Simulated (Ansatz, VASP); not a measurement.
## One calculation of PbS, two programs

```
Pb S
1.0
     2.07995   -5.99130    0.00000
     2.07995    5.99130    0.00000
     0.00000    0.00000    4.27932
Pb S
2 2
Direct
  0.86944 0.13056 0.75000
  0.13056 0.86944 0.25000
  0.64520 0.35480 0.75000
  0.35480 0.64520 0.25000
```

Alike in both runs: task single point; functional PBEsol; k mesh 5 × 5 × 5; occupations methfessel-paxton of order 1, width 0.02 eV; no spin polarisation.

|  | VASP | Ansatz |
| --- | --- | --- |
| version | VASP 6.6.1 | Ansatz 0.2.0 |
| potentials or method | VASP PAW PBE potentials, release 64 (Pb_d, S), cutoff 500 eV | plane waves, PAW |
| valence electrons in the cell | 40 | 40 |

|  | VASP | Ansatz | Ansatz less VASP |
| --- | --- | --- | --- |
| gap on the k mesh at the Fermi level (eV) | 1.13 | 1.13 | -0.002 |

VASP's potentials were made for PBE, not for PBEsol.

Spin-orbit coupling is off throughout.
